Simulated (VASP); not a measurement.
# K (Pm-3m) in VASP: notebook

The runs below take K through single point, with PBEsol.

Program: VASP 6.6.1. These are calculated values, not measurements. Logs are shortened: lines on timing, memory, paths and dates and some standing lists are left out, and cuts for length are marked.

### Step 1. The cell of the first run

Symmetry: Pm-3m, No. 221, cubic system. Conventional cell: a = 4.290 Å, b = 4.290 Å, c = 4.290 Å, α = 90.00°, β = 90.00°, γ = 90.00°. K (site symmetry m-3m) has 6 K at 4.29 Å within 5.6 Å.

### Step 2. Single point, PBEsol (strained)

Contents of INCAR:

```
SYSTEM = K
PREC     = Accurate       ! precision mode
ENCUT    = 520            ! plane-wave cutoff, eV
EDIFF    = 1E-6           ! SCF threshold, eV
ISMEAR   = 0              ! smearing method
SIGMA    = 0.1            ! smearing width, eV
LREAL    = .FALSE.        ! projectors in reciprocal space
LASPH    = .TRUE.         ! aspherical terms in the spheres
NELM     = 60             ! most SCF steps
ALGO     = Normal         ! electronic algorithm
ISIF     = 2              ! what is computed and relaxed
LWAVE    = .FALSE.        ! write WAVECAR
LCHARG   = .FALSE.        ! write CHGCAR
GGA      = PS             ! functional
NBANDS   = 10             ! bands
```

Contents of KPOINTS:

```
Automatic mesh
0
G
  10 10 10
  0 0 0
```

Contents of POSCAR:

```
K
1.0
    4.2903097376      0.0000000000      0.0000000000
    0.0000000000      4.2903097376      0.0000000000
    0.0000000000      0.0000000000      4.2903097376
K
1
Direct
    0.0000000000      0.0000000000      0.0000000000
```

Potentials or basis: VASP PAW PBE potentials, release 64 (K_sv).

On the command line:

```console
cat potpaw_PBE.64/K_sv/POTCAR > POTCAR
mpirun -np 1 vasp_std > vasp.out
```

OUTCAR:

```text
SYSTEM = K
   PREC = Accurate
   ENCUT = 520
   EDIFF = 1E-6
   ISMEAR = 0
   LREAL = .FALSE.
   LASPH = .TRUE.
   NELM = 60
   ISIF = 2
   GGA = PS

 ion  position               nearest neighbor table
   1  0.000  0.000  0.000-

  LATTYP: Found a simple cubic cell.
 ALAT       =     4.2903097376

  Lattice vectors:

 A1 = (   4.2903097376,   0.0000000000,   0.0000000000)
 A2 = (   0.0000000000,   4.2903097376,   0.0000000000)
 A3 = (   0.0000000000,   0.0000000000,   4.2903097376)

Analysis of symmetry for initial positions (statically):
=====================================================================
 Subroutine PRICEL returns:
 Original cell was already a primitive cell.

 Routine SETGRP: Setting up the symmetry group for a
 simple cubic supercell.

 Subroutine GETGRP returns: Found 48 space group operations
 (whereof 48 operations were pure point group operations)
 out of a pool of 48 trial point group operations.

The static configuration has the point symmetry O_h .

Analysis of symmetry for dynamics (positions and initial velocities):
=====================================================================
 Subroutine PRICEL returns:
 Original cell was already a primitive cell.

 Routine SETGRP: Setting up the symmetry group for a
 simple cubic supercell.

 Subroutine GETGRP returns: Found 48 space group operations
 (whereof 48 operations were pure point group operations)
 out of a pool of 48 trial point group operations.

The dynamic configuration has the point symmetry O_h .

 Subroutine INISYM returns: Found 48 space group operations
 (whereof 48 operations are pure point group operations),
 and found     1 'primitive' translations

----------------------------------------------------------------------------------------

                                     Primitive cell

  volume of cell :      78.9707

  direct lattice vectors                    reciprocal lattice vectors
     4.290309738  0.000000000  0.000000000     0.233083405  0.000000000  0.000000000
     0.000000000  4.290309738  0.000000000     0.000000000  0.233083405  0.000000000
     0.000000000  0.000000000  4.290309738     0.000000000  0.000000000  0.233083405

  length of vectors
     4.290309738  4.290309738  4.290309738     0.233083405  0.233083405  0.233083405

[... 79 lines left out ...]
   LREAL  =      F    real-space projection
   EDIFFG = 0.1E-04   stopping-criterion for IOM
   NSW    =      0    number of steps for IOM
   IBRION =     -1    ionic relax: 0-MD 1-quasi-New 2-CG
   NFREE  =      0    steps in history (QN), initial steepest desc. (CG)
   ISIF   =      2    stress and relaxation
   ISYM   =      2    0-nonsym 1-usesym 2-fastsym
   POTIM  = 0.5000    time-step for ionic-motion
   TEBEG  =    0.0;   TEEND  =   0.0 temperature during run
   PSTRESS=    0.0 pullay stress
   NELECT =       9.0000    total number of electrons
   NUPDOWN=      -1.0000    fix difference up-down
   EMIN   =  10.00;   EMAX   =-10.00  energy-range for DOS
   EFERMI =   0.00;   METHOD = LEGACY
   ISMEAR =     0;   SIGMA  =   0.10  broadening in eV -4-tet -1-fermi 0-gaus
   EFERMI_NEDOS =   21; number of points for ismear=-14 and -15
   IALGO  =     38    algorithm
   IMIX   =      4    mixing-type and parameters
     AMIX     =   0.40;   BMIX     =  1.00
     AMIX_MAG =   1.60;   BMIX_MAG =  1.00
  volume/ion in A,a.u.               =      78.97       532.92
  Fermi-wavevector in a.u.,A,eV,Ry     =   0.793719  1.499912  8.571542  0.629991
  Thomas-Fermi vector in A             =   1.899710
   LORBIT       =      0    0 simple, 1 ext, 2 COOP (PROOUT), +10 PAW based schemes
   GGA     = PS    functional components
   LHFCALC =     F    Hartree Fock is set to
   AEXX    =    0.0000 exact exchange contribution
   IVDW    =     0    specifies the selected vdW correction
   LEPSILON=     F    determine dielectric tensor
   LRPA    =     F    only Hartree local field effects (RPA)
 non-spin polarized calculation
 Gauss-broadening in eV      SIGMA  =   0.10
  energy-cutoff  :      520.00
  volume of cell :       78.97
 maximum number of plane-waves:      2176
 NGX is ok and might be reduce to    32
   NGX = 15   NGY = 15   NGZ = 15

 number of electron       9.0000001 magnetization

 Free energy of the ion-electron system (eV)
  ---------------------------------------------------
  ext. energy  EPLUGINS =         0.00000000
  ---------------------------------------------------
  free energy    TOTEN  =        -1.02700620 eV

  energy without entropy =       -1.02265806  energy(sigma->0) =       -1.02483213

 E-fermi :  -0.2484     XC(G=0):  -5.5164

 val. band max:       -0.2957457376   @ k =   0.4000   0.2000   0.2000
 cond. band min:      -0.2337105100   @ k =   0.5000   0.1000   0.0000
 fundamental gap:      0.0620352276
 Fermi energy:        -0.2484010670

 k-point     1 :       0.0000    0.0000    0.0000
  band No.  band energies     occupation
      1     -32.4865      2.00000
      2     -15.9867      2.00000
      3     -15.9867      2.00000
      4     -15.9867      2.00000
      5      -2.3563      2.00000
      6       2.6004      0.00000
      7       2.6004      0.00000
      8       5.9032      0.00000
      9       5.9041      0.00000
     10       5.9179      0.00000
[... 287 lines left out ...]
 k-point    24 :       0.3000    0.1000    0.1000
  band No.  band energies     occupation
      1     -32.4828      2.00000
      2     -16.0431      2.00000
      3     -15.9898      2.00000
      4     -15.9891      2.00000
      5      -1.3662      2.00000
      6       1.5566      0.00000
      7       2.8942      0.00000
      8       4.2817      0.00000
      9       4.4435      0.00000
     10       5.5366      0.00000

 [... further k-points ...]

------------------------ aborting loop because EDIFF is reached ----------------------------------------

  FORCE on cell =-STRESS in cart. coord.  units (eV):
  Direction    XX          YY          ZZ          XY          YZ          ZX
  --------------------------------------------------------------------------------------
  -------------------------------------------------------------------------------------
  Total       -0.0574408     -0.0574408     -0.0574408      0.0000000      0.0000000     -0.0000000
  in kB       -1.1653740     -1.1653740     -1.1653740      0.0000000      0.0000000     -0.0000000
  external PRESSURE =      -1.1653740 kB  Pullay stress =       0.0000000 kB

 VOLUME and BASIS-vectors are now :
 -----------------------------------------------------------------------------
  energy-cutoff  :      520.00
  volume of cell :       78.97
      direct lattice vectors                 reciprocal lattice vectors
     4.290309738  0.000000000  0.000000000     0.233083405  0.000000000  0.000000000
     0.000000000  4.290309738  0.000000000     0.000000000  0.233083405  0.000000000
     0.000000000  0.000000000  4.290309738     0.000000000  0.000000000  0.233083405

 POSITION                                       TOTAL-FORCE (eV/Angst)
 -----------------------------------------------------------------------------------
      0.00000      0.00000      0.00000         0.000000      0.000000      0.000000
 -----------------------------------------------------------------------------------
    total drift:                                0.000000     -0.000000      0.000000

  FREE ENERGIE OF THE ION-ELECTRON SYSTEM (eV)
  ---------------------------------------------------
  free  energy   TOTEN  =        -1.0270062005 eV

  energy  without entropy=       -1.0226580611  energy(sigma->0) =       -1.02483213
```

OSZICAR:

```text
N       E                     dE             d eps       ncg     rms          rms(c)
DAV:   1     0.483799502761E+02    0.48380E+02   -0.35235E+03  1120   0.679E+02
DAV:   2     0.731407500374E+00   -0.47649E+02   -0.47021E+02  1198   0.191E+02
DAV:   3    -0.967407888031E+00   -0.16988E+01   -0.16922E+01  1752   0.295E+01
DAV:   4    -0.102994919357E+01   -0.62541E-01   -0.62510E-01  1536   0.474E+00
DAV:   5    -0.103143318536E+01   -0.14840E-02   -0.14830E-02  1734   0.551E-01    0.171E+00
DAV:   6    -0.102844707387E+01    0.29861E-02   -0.38839E-03  1530   0.430E-01    0.113E+00
DAV:   7    -0.102699492598E+01    0.14521E-02   -0.74527E-03  1458   0.530E-01    0.989E-02
DAV:   8    -0.102700420963E+01   -0.92836E-05   -0.82586E-04  1624   0.271E-01    0.415E-02
DAV:   9    -0.102701286694E+01   -0.86573E-05   -0.31265E-05  1668   0.547E-02    0.239E-02
DAV:  10    -0.102700664640E+01    0.62205E-05   -0.20234E-05  1402   0.346E-02    0.605E-03
DAV:  11    -0.102700620049E+01    0.44591E-06   -0.93960E-07  1196   0.656E-03
   1 F= -.10270062E+01 E0= -.10248321E+01  d E =-.434814E-02
```

Wall time 16 s (1 thread of Intel Xeon Platinum 8259CL at 2.50GHz (Skylake/Cascade Lake), shared host); peak memory 0.19 GiB.

What came out:

| Property | Result |
| --- | --- |
| Free energy | -1.0270 eV |
| Pressure | -0.1 GPa |

Caveat: the cell differs from its parent crystal (strained); the PAW data sets were made with another functional, which shifts forces and pressure a little.

### Step 3. Single point, PBEsol (strained)

Contents of INCAR:

```
  PREC = Accurate
  ENCUT = 520
  EDIFF = 1E-6
  ISMEAR = 0
  SIGMA = 0.1
  LREAL = False
  LASPH = True
  NELM = 80
  ALGO = Fast
  ISIF = 2
  LWAVE = False
  LCHARG = False
  GGA = PS
  NBANDS = 10
```

Contents of KPOINTS:

```
regular mesh
0
Gamma
  10 10 10
```

Contents of POSCAR:

```
K
1.0
    4.3591905606      0.0000000000      0.0000000000
    0.0000000000      4.3591905606      0.0000000000
    0.0000000000      0.0000000000      4.3591905606
K
1
Direct
    0.0000000000      0.0000000000      0.0000000000
```

Potentials or basis: VASP PAW PBE potentials, release 64 (K_sv).

On the command line:

```console
cat potpaw_PBE.64/K_sv/POTCAR > POTCAR
mpirun -np 1 vasp_std > vasp.out
```

OUTCAR:

```text
PREC = Accurate
   ENCUT = 520
   EDIFF = 1E-6
   ISMEAR = 0
   LREAL = False
   LASPH = True
   NELM = 80
   ISIF = 2
   GGA = PS

 ion  position               nearest neighbor table
   1  0.000  0.000  0.000-

  LATTYP: Found a simple cubic cell.
 ALAT       =     4.3591905606

  Lattice vectors:

 A1 = (   4.3591905606,   0.0000000000,   0.0000000000)
 A2 = (   0.0000000000,   4.3591905606,   0.0000000000)
 A3 = (   0.0000000000,   0.0000000000,   4.3591905606)

Analysis of symmetry for initial positions (statically):
=====================================================================
 Subroutine PRICEL returns:
 Original cell was already a primitive cell.

 Routine SETGRP: Setting up the symmetry group for a
 simple cubic supercell.

 Subroutine GETGRP returns: Found 48 space group operations
 (whereof 48 operations were pure point group operations)
 out of a pool of 48 trial point group operations.

The static configuration has the point symmetry O_h .

Analysis of symmetry for dynamics (positions and initial velocities):
=====================================================================
 Subroutine PRICEL returns:
 Original cell was already a primitive cell.

 Routine SETGRP: Setting up the symmetry group for a
 simple cubic supercell.

 Subroutine GETGRP returns: Found 48 space group operations
 (whereof 48 operations were pure point group operations)
 out of a pool of 48 trial point group operations.

The dynamic configuration has the point symmetry O_h .

 Subroutine INISYM returns: Found 48 space group operations
 (whereof 48 operations are pure point group operations),
 and found     1 'primitive' translations

----------------------------------------------------------------------------------------

                                     Primitive cell

  volume of cell :      82.8357

  direct lattice vectors                    reciprocal lattice vectors
[... 103 lines left out ...]
   IMIX   =      4    mixing-type and parameters
     AMIX     =   0.40;   BMIX     =  1.00
     AMIX_MAG =   1.60;   BMIX_MAG =  1.00
  volume/ion in A,a.u.               =      82.84       559.00
  Fermi-wavevector in a.u.,A,eV,Ry     =   0.781178  1.476212  8.302799  0.610239
  Thomas-Fermi vector in A             =   1.884642
   LORBIT       =      0    0 simple, 1 ext, 2 COOP (PROOUT), +10 PAW based schemes
   GGA     = PS    functional components
   LHFCALC =     F    Hartree Fock is set to
   AEXX    =    0.0000 exact exchange contribution
   IVDW    =     0    specifies the selected vdW correction
   LEPSILON=     F    determine dielectric tensor
   LRPA    =     F    only Hartree local field effects (RPA)
 non-spin polarized calculation
 RMM-DIIS sequential band-by-band and
 Gauss-broadening in eV      SIGMA  =   0.10
  energy-cutoff  :      520.00
  volume of cell :       82.84
 maximum number of plane-waves:      2272
   NGX = 17   NGY = 17   NGZ = 17

 number of electron       9.0000003 magnetization

 Free energy of the ion-electron system (eV)
  ---------------------------------------------------
  ext. energy  EPLUGINS =         0.00000000
  ---------------------------------------------------
  free energy    TOTEN  =        -1.02311651 eV

  energy without entropy =       -1.01871896  energy(sigma->0) =       -1.02091773

 E-fermi :  -0.3447     XC(G=0):  -5.4026

 val. band max:       -0.3884394227   @ k =   0.4000   0.2000   0.2000
 cond. band min:      -0.3403606481   @ k =   0.5000   0.1000   0.0000
 fundamental gap:      0.0480787747
 Fermi energy:        -0.3447098272

 k-point     1 :       0.0000    0.0000    0.0000
  band No.  band energies     occupation
      1     -32.6022      2.00000
      2     -16.1066      2.00000
      3     -16.1066      2.00000
      4     -16.1066      2.00000
      5      -2.3853      2.00000
      6       2.4988      0.00000
      7       2.4988      0.00000
      8       5.7091      0.00000
      9       5.7742      0.00000
     10       5.7888      0.00000
[... 287 lines left out ...]
 k-point    24 :       0.3000    0.1000    0.1000
  band No.  band energies     occupation
      1     -32.5992      2.00000
      2     -16.1546      2.00000
      3     -16.1092      2.00000
      4     -16.1086      2.00000
      5      -1.4298      2.00000
      6       1.4251      0.00000
      7       2.7733      0.00000
      8       4.1056      0.00000
      9       4.2854      0.00000
     10       5.3611      0.00000

 [... further k-points ...]
[... 5 lines left out ...]
  --------------------------------------------------------------------------------------
  -------------------------------------------------------------------------------------
  Total       -0.1160254     -0.1160254     -0.1160254      0.0000000     -0.0000000      0.0000000
  in kB       -2.2441193     -2.2441193     -2.2441193      0.0000000     -0.0000000      0.0000000
  external PRESSURE =      -2.2441193 kB  Pullay stress =       0.0000000 kB

 VOLUME and BASIS-vectors are now :
 -----------------------------------------------------------------------------
  energy-cutoff  :      520.00
  volume of cell :       82.84
      direct lattice vectors                 reciprocal lattice vectors
     4.359190561  0.000000000  0.000000000     0.229400387  0.000000000  0.000000000
     0.000000000  4.359190561  0.000000000     0.000000000  0.229400387  0.000000000
     0.000000000  0.000000000  4.359190561     0.000000000  0.000000000  0.229400387

 POSITION                                       TOTAL-FORCE (eV/Angst)
 -----------------------------------------------------------------------------------
      0.00000      0.00000      0.00000         0.000000      0.000000      0.000000
 -----------------------------------------------------------------------------------
    total drift:                               -0.000000     -0.000000      0.000000

  FREE ENERGIE OF THE ION-ELECTRON SYSTEM (eV)
  ---------------------------------------------------
  free  energy   TOTEN  =        -1.0231165059 eV

  energy  without entropy=       -1.0187189629  energy(sigma->0) =       -1.02091773
```

OSZICAR:

```text
N       E                     dE             d eps       ncg     rms          rms(c)
DAV:   1     0.458348058287E+02    0.45835E+02   -0.34561E+03  1120   0.673E+02
DAV:   2     0.601707206808E+00   -0.45233E+02   -0.44648E+02  1198   0.186E+02
DAV:   3    -0.956193693669E+00   -0.15579E+01   -0.15525E+01  1704   0.284E+01
DAV:   4    -0.102564072914E+01   -0.69447E-01   -0.69246E-01  1578   0.461E+00
DAV:   5    -0.102702840700E+01   -0.13877E-02   -0.13866E-02  1696   0.508E-01    0.160E+00
RMM:   6    -0.102437684289E+01    0.26516E-02   -0.24082E-03  1530   0.355E-01    0.107E+00
RMM:   7    -0.102304069954E+01    0.13361E-02   -0.61994E-03  1569   0.484E-01    0.950E-02
RMM:   8    -0.102308490258E+01   -0.44203E-04   -0.11083E-03  1677   0.295E-01    0.435E-02
RMM:   9    -0.102311523994E+01   -0.30337E-04   -0.18815E-04  1755   0.957E-02    0.236E-02
RMM:  10    -0.102311396755E+01    0.12724E-05   -0.77549E-05  1775   0.582E-02    0.874E-03
RMM:  11    -0.102311563088E+01   -0.16633E-05   -0.13222E-05  1790   0.197E-02    0.757E-03
RMM:  12    -0.102311650590E+01   -0.87503E-06   -0.49756E-06  1545   0.109E-02
   1 F= -.10231165E+01 E0= -.10209177E+01  d E =-.439754E-02
```

Wall time 20 s (1 thread of Intel Xeon Platinum 8259CL at 2.50GHz (Skylake/Cascade Lake), shared host); peak memory 0.19 GiB.

What came out:

- Free energy: -1.0231 eV
- Pressure: -0.2 GPa

Levels at points of the mesh, in eV from the Fermi level:
| k point | band 2 | band 3 | band 4 | band 5 | band 6 | band 7 |
| --- | --- | --- | --- | --- | --- | --- |
| (0.00, 0.00, 0.00) | -15.76 | -15.76 | -15.76 | -2.04 | 2.84 | 2.84 |
| (0.50, 0.00, 0.00) | -15.84 | -15.76 | -15.76 | -0.09 | 0.15 | 3.44 |
| (0.50, 0.50, 0.00) | -15.83 | -15.83 | -15.75 | 1.14 | 1.97 | 2.05 |
| (0.50, 0.50, 0.50) | -15.82 | -15.82 | -15.82 | 2.26 | 2.26 | 2.26 |

Caveat: the cell differs from its parent crystal (strained); the PAW data sets were made with another functional, which shifts forces and pressure a little.
